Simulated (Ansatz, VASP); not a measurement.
## CdI2: VASP beside Ansatz

```
Cd I
1.0
     4.24400    0.00000    0.00000
    -2.12200    3.67541    0.00000
     0.00000    0.00000    6.85900
Cd I
1 2
Direct
  0.00000 0.00000 0.00000
  0.33333 0.66667 0.24920
  0.66667 0.33333 0.75080
```

Alike in both runs: task electric field gradients; functional r2SCAN; dispersion D3(BJ); k mesh 8 × 8 × 5; occupations fermi-dirac, width 0.03 eV; no spin polarisation.

|  | VASP | Ansatz |
| --- | --- | --- |
| version | VASP 6.6.1 | Ansatz 0.2.0 |
| potentials or method | VASP PAW PBE potentials, release 64 (Cd, I), cutoff 440 eV | all-electron PAW with datasets made for the crystal, scalar-relativistic |

```tsv
	VASP	Ansatz	Ansatz less VASP
gap on the k mesh at the Fermi level (eV)	2.81	2.83	+0.018
pressure (GPa)	0.4	0.4	-0.04
traceless stress, the component that is largest in VASP (GPa)	0.05	0.07	+0.013
rms of the force components (eV/Å)	0.038	0.026	-0.0114
```

VASP's potentials were made for PBE, not for r2SCAN. Atom by atom the forces differ by 0.011 eV/Å (rms over components). Ansatz ran all-electron here, and VASP with PAW potentials. Ansatz's warnings: dispersion damping borrowed.

Neither program's run includes spin-orbit coupling.
